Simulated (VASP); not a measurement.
# MgO (F-43m) in VASP: settings compared

MgO is run at these levels: r2SCAN0, LDA; tasks: single point.

Everything below comes from runs of VASP 6.6.1. Logs are shortened: lines on timing, memory, paths and dates and some standing lists are left out, and cuts for length are marked.

### Step 1. The cell of the first run

It takes space group F-43m (No. 216, cubic). Conventional cell: a = 4.564 Å, b = 4.564 Å, c = 4.564 Å, α = 90.00°, β = 90.00°, γ = 90.00°. Mg (site symmetry -43m) has 4 O at 1.98 Å within 2.6 Å. Within 2.6 Å of O (site symmetry -43m) lie 4 Mg at 1.98 Å.

### Step 2. Single point, r2SCAN0

POSCAR

```
MgO
1.0
    0.0000000000      2.2820056617      2.2820056617
    2.2820056617      0.0000000000      2.2820056617
    2.2820056617      2.2820056617      0.0000000000
Mg O
1 1
Direct
    0.0000000000      0.0000000000      0.0000000000
    0.2500000000      0.2500000000      0.2500000000
```

INCAR.step1

```
PREC = Accurate
ENCUT = 520
EDIFF = 1E-5
ISMEAR = 0
SIGMA = 0.01
LREAL = F
LASPH = T
NELM = 60
ALGO = Normal
ISIF = 2
LWAVE = T
LCHARG = F
GGA = PE
NBANDS = 11
```

INCAR.step2

```
PREC = Accurate
ENCUT = 520
EDIFF = 1E-6
ISMEAR = 0
SIGMA = 0.01
LREAL = F
LASPH = T
NELM = 60
ALGO = Normal
ISIF = 2
LWAVE = F
LCHARG = F
METAGGA = R2SCAN
LHFCALC = T
AEXX = 0.25
LMIXTAU = T
PRECFOCK = Normal
ISTART = 1
NBANDS = 11
```

KPOINTS

```
Automatic mesh
0
Gamma
  6 6 6
```

Potentials or basis: VASP PAW PBE potentials, release 64 (Mg, O).

Command:

```sh
$ cat potpaw_PBE.64/Mg/POTCAR potpaw_PBE.64/O/POTCAR > POTCAR
$ cp INCAR.step1 INCAR
$ mpirun -np 1 vasp_std > vasp.out
$ cp INCAR.step2 INCAR
$ mpirun -np 1 vasp_std > vasp.out
```

OUTCAR:

```text
PREC = Accurate
   ENCUT = 520
   EDIFF = 1E-6
   ISMEAR = 0
   LREAL = F
   LASPH = T
   NELM = 60
   ISIF = 2
   METAGGA = R2SCAN
   LHFCALC = T
   AEXX = 0.25
   PRECFOCK = Normal
   ISTART = 1

 ion  position               nearest neighbor table
   1  0.000  0.000  0.000-   2 1.98   2 1.98   2 1.98   2 1.98
   2  0.250  0.250  0.250-   1 1.98   1 1.98   1 1.98   1 1.98

  LATTYP: Found a face centered cubic cell.
 ALAT       =     4.5640113234

  Lattice vectors:

 A1 = (   0.0000000000,   2.2820056617,   2.2820056617)
 A2 = (   2.2820056617,   0.0000000000,   2.2820056617)
 A3 = (   2.2820056617,   2.2820056617,   0.0000000000)

Analysis of symmetry for initial positions (statically):
=====================================================================
 Subroutine PRICEL returns:
 Original cell was already a primitive cell.

 Routine SETGRP: Setting up the symmetry group for a
 face centered cubic supercell.

 Subroutine GETGRP returns: Found 24 space group operations
 (whereof 24 operations were pure point group operations)
 out of a pool of 48 trial point group operations.

The static configuration has the point symmetry T_d .

Analysis of symmetry for dynamics (positions and initial velocities):
=====================================================================
 Subroutine PRICEL returns:
 Original cell was already a primitive cell.

 Routine SETGRP: Setting up the symmetry group for a
 face centered cubic supercell.

 Subroutine GETGRP returns: Found 24 space group operations
 (whereof 24 operations were pure point group operations)
 out of a pool of 48 trial point group operations.

The dynamic configuration has the point symmetry T_d .

 Subroutine INISYM returns: Found 24 space group operations
 (whereof 24 operations are pure point group operations),
 and found     1 'primitive' translations

----------------------------------------------------------------------------------------

                                     Primitive cell

  volume of cell :      23.7673

  direct lattice vectors                    reciprocal lattice vectors
     0.000000000  2.282005662  2.282005662    -0.219105504  0.219105504  0.219105504
     2.282005662  0.000000000  2.282005662     0.219105504 -0.219105504  0.219105504
     2.282005662  2.282005662  0.000000000     0.219105504  0.219105504 -0.219105504

  length of vectors
     3.227243356  3.227243356  3.227243356     0.379501865  0.379501865  0.379501865

  position of ions in fractional coordinates (direct lattice)
     0.000000000  0.000000000  0.000000000
     0.250000000  0.250000000  0.250000000

  ion indices of the primitive-cell ions
   primitive index   ion index
                 1           1
                 2           2

----------------------------------------------------------------------------------------

 KPOINTS: Automatic mesh

Automatic generation of k-mesh.
 Grid dimensions read from file:
 generate k-points for:    6    6    6

 Generating k-lattice:

  Cartesian coordinates                     Fractional coordinates (reciprocal lattice)
    -0.036517584  0.036517584  0.036517584     0.166666667  0.000000000  0.000000000
     0.036517584 -0.036517584  0.036517584     0.000000000  0.166666667  0.000000000
     0.036517584  0.036517584 -0.036517584     0.000000000  0.000000000  0.166666667

  Length of vectors
     0.063250311  0.063250311  0.063250311

  Shift w.r.t. Gamma in fractional coordinates (k-lattice)
     0.000000000  0.000000000  0.000000000

 Subroutine IBZKPT returns following result:
 ===========================================

 Found     16 irreducible k-points:

 Following reciprocal coordinates:
            Coordinates               Weight
  0.000000  0.000000  0.000000      1.000000
  0.166667  0.000000  0.000000      8.000000
  0.333333  0.000000  0.000000      8.000000
  0.500000  0.000000  0.000000      4.000000
  0.166667  0.166667  0.000000      6.000000
  0.333333  0.166667  0.000000     24.000000
[... 8 lines left out ...]
 -0.333333  0.333333  0.166667     24.000000
 -0.333333  0.500000  0.166667     12.000000
   k-points           NKPTS =     16   k-points in BZ     NKDIM =    216   number of bands    NBANDS=     11
   number of dos      NEDOS =    301   number of ions     NIONS =      2
   total plane-waves  NPLWV =  13824
   dimension x,y,z NGX =    24 NGY =   24 NGZ =   24
   dimension x,y,z NGXF=    48 NGYF=   48 NGZF=   48
   ions per type =               1   1
   NGX,Y,Z   is equivalent  to a cutoff of  12.36, 12.36, 12.36 a.u.
   NGXF,Y,Z  is equivalent  to a cutoff of  24.73, 24.73, 24.73 a.u.
 SYSTEM =  unknown system
   PREC   = accura    normal or accurate (medium, high low for compatibility)
   ISTART =      1    job   : 0-new  1-cont  2-samecut
   ICHARG =      0    charge: 1-file 2-atom 10-const
   ISPIN  =      1    spin polarized calculation?
   LNONCOLLINEAR =      F non collinear calculations
   LSORBIT =      F    spin-orbit coupling
   LASPH  =      T    aspherical Exc in radial PAW
   ENCUT  =  520.0 eV  38.22 Ry    6.18 a.u.   6.00  6.00  6.00*2*pi/ulx,y,z
   NELM   =     60;   NELMIN=  2; NELMDL=  0     # of ELM steps
   EDIFF  = 0.1E-05   stopping-criterion for ELM
   LREAL  =      F    real-space projection
   EDIFFG = 0.1E-04   stopping-criterion for IOM
   NSW    =      0    number of steps for IOM
   IBRION =     -1    ionic relax: 0-MD 1-quasi-New 2-CG
   NFREE  =      0    steps in history (QN), initial steepest desc. (CG)
   ISIF   =      2    stress and relaxation
   ISYM   =      3    0-nonsym 1-usesym 2-fastsym
   POTIM  = 0.5000    time-step for ionic-motion
   TEBEG  =    0.0;   TEEND  =   0.0 temperature during run
   PSTRESS=    0.0 pullay stress
   NELECT =       8.0000    total number of electrons
   NUPDOWN=      -1.0000    fix difference up-down
   EMIN   =  10.00;   EMAX   =-10.00  energy-range for DOS
   EFERMI =   0.00;   METHOD = LEGACY
   ISMEAR =     0;   SIGMA  =   0.01  broadening in eV -4-tet -1-fermi 0-gaus
   EFERMI_NEDOS =   21; number of points for ismear=-14 and -15
   IALGO  =     38    algorithm
   IMIX   =      1    mixing-type and parameters
     AMIX     =   0.40;   BMIX     =  1.00
     AMIX_MAG =   1.60;   BMIX_MAG =  1.00
  volume/ion in A,a.u.               =      11.88        80.19
  Fermi-wavevector in a.u.,A,eV,Ry     =   1.138793  2.152007 17.644708  1.296849
  Thomas-Fermi vector in A             =   2.275497
   LORBIT       =      0    0 simple, 1 ext, 2 COOP (PROOUT), +10 PAW based schemes
   METAGGA = R2SCAN    functional components
   LHFCALC =     T    Hartree Fock is set to
   PRECFOCK=normal    Normal, Fast or Accurate (Low or Medium for compatibility)
   ENCUT4O =  -1.0   cutoff for four orbital integrals eV
   NKREDX  =     1    reduce k-point grid by
   NKREDY  =     1    reduce k-point grid by
   NKREDZ  =     1    reduce k-point grid by
   AEXX    =    0.2500 exact exchange contribution
   HFSCREEN=    0.0000 screening length (either q_TF or 0.3 A-1)
   HFSCREENC=   0.0000 screening length for correlation (either q_TF or 0.3 A-1)
   ENCUTFOCK=  -1.0 apply spherical cutoff to Coloumb kernel
   IVDW    =     0    specifies the selected vdW correction
   LEPSILON=     F    determine dielectric tensor
   LRPA    =     F    only Hartree local field effects (RPA)
 non-spin polarized calculation
 Gauss-broadening in eV      SIGMA  =   0.01
  energy-cutoff  :      520.00
  volume of cell :       23.77
 maximum number of plane-waves:       650
  NGX = 20; NGY = 20; NGZ = 20

 number of electron       8.0000007 magnetization

 Free energy of the ion-electron system (eV)
  ---------------------------------------------------
  ext. energy  EPLUGINS =         0.00000000
  ---------------------------------------------------
  free energy    TOTEN  =       -17.65721004 eV

  energy without entropy =      -17.65721004  energy(sigma->0) =      -17.65721004

 E-fermi :  -1.0091     XC(G=0):  -7.9470

 val. band max:       -1.1523346533   @ k =   0.0000   0.0000   0.0000
 cond. band min:       5.2595168204   @ k =   0.0000   0.0000   0.0000
 fundamental gap:      6.4118514737
 Fermi energy:        -1.0091156889

 k-point     1 :       0.0000    0.0000    0.0000
  band No.  band energies     occupation
      1     -19.1419      2.00000
      2      -1.1523      2.00000
      3      -1.1523      2.00000
      4      -1.1523      2.00000
      5       5.2595      0.00000
      6      19.1541      0.00000
      7      19.1541      0.00000
      8      19.1541      0.00000
      9      22.7449      0.00000
     10      22.7449      0.00000
     11      22.8152      0.00000

 k-point     2 :       0.1667    0.0000    0.0000
  band No.  band energies     occupation
      1     -18.9790      2.00000
      2      -2.2276      2.00000
      3      -1.2083      2.00000
      4      -1.2083      2.00000
      5       6.5923      0.00000
      6      17.0013      0.00000
      7      18.8051      0.00000
      8      18.8051      0.00000
      9      21.0346      0.00000
     10      21.0346      0.00000
     11      21.7835      0.00000

 k-point     3 :       0.3333    0.0000    0.0000
  band No.  band energies     occupation
      1     -18.6346      2.00000
      2      -3.7594      2.00000
      3      -1.3160      2.00000
      4      -1.3160      2.00000
      5       8.8906      0.00000
      6      13.9026      0.00000
      7      17.3369      0.00000
      8      17.3369      0.00000
      9      21.6672      0.00000
     10      22.7696      0.00000
     11      22.7696      0.00000
[... 155 lines left out ...]
 k-point    15 :      -0.3333    0.3333    0.1667
  band No.  band energies     occupation
      1     -18.2945      2.00000
      2      -3.5431      2.00000
      3      -2.6172      2.00000
      4      -1.8402      2.00000
      5       9.9324      0.00000
      6      13.0214      0.00000
      7      15.6650      0.00000
      8      17.3612      0.00000
      9      22.3266      0.00000
     10      23.2559      0.00000
     11      28.1728      0.00000

 k-point    16 :      -0.3333    0.5000    0.1667
  band No.  band energies     occupation
      1     -18.2417      2.00000
      2      -3.4386      2.00000
      3      -2.4942      2.00000
      4      -2.1997      2.00000
      5       9.0086      0.00000
      6      13.7027      0.00000
      7      16.5361      0.00000
      8      16.8518      0.00000
      9      21.0366      0.00000
     10      25.4470      0.00000
     11      26.5847      0.00000

------------------------ aborting loop because EDIFF is reached ----------------------------------------

  FORCE on cell =-STRESS in cart. coord.  units (eV):
  Direction    XX          YY          ZZ          XY          YZ          ZX
  --------------------------------------------------------------------------------------
  -------------------------------------------------------------------------------------
  Total       -0.3838419     -0.3838419     -0.3838419      0.0000000      0.0000000      0.0000000
  in kB      -25.8751494    -25.8751494    -25.8751494      0.0000000      0.0000000      0.0000000
  external PRESSURE =     -25.8751494 kB  Pullay stress =       0.0000000 kB

 VOLUME and BASIS-vectors are now :
 -----------------------------------------------------------------------------
  energy-cutoff  :      520.00
  volume of cell :       23.77
      direct lattice vectors                 reciprocal lattice vectors
     0.000000000  2.282005662  2.282005662    -0.219105504  0.219105504  0.219105504
     2.282005662  0.000000000  2.282005662     0.219105504 -0.219105504  0.219105504
     2.282005662  2.282005662  0.000000000     0.219105504  0.219105504 -0.219105504

 POSITION                                       TOTAL-FORCE (eV/Angst)
 -----------------------------------------------------------------------------------
      0.00000      0.00000      0.00000        -0.000000     -0.000000     -0.000000
      1.14100      1.14100      1.14100         0.000000      0.000000      0.000000
 -----------------------------------------------------------------------------------
    total drift:                               -0.000002     -0.000001     -0.000001

  FREE ENERGIE OF THE ION-ELECTRON SYSTEM (eV)
  ---------------------------------------------------
  free  energy   TOTEN  =       -17.6572100437 eV

  energy  without entropy=      -17.6572100437  energy(sigma->0) =      -17.65721004
```

Wall time 12 min (1 thread of Intel Xeon Platinum 8259CL at 2.50GHz (Skylake/Cascade Lake), shared host); peak memory 0.16 GiB.

Results:

```
Free energy            : -17.6572 eV
Pressure               : -2.6 GPa
Band gap on the k mesh : 6.41 eV
```

Caveat: the structure was generated, so it needn't be the stable form of MgO; the PAW data sets were made with another functional, which shifts forces and pressure a little.

(Part 1 of 2 ends here.)
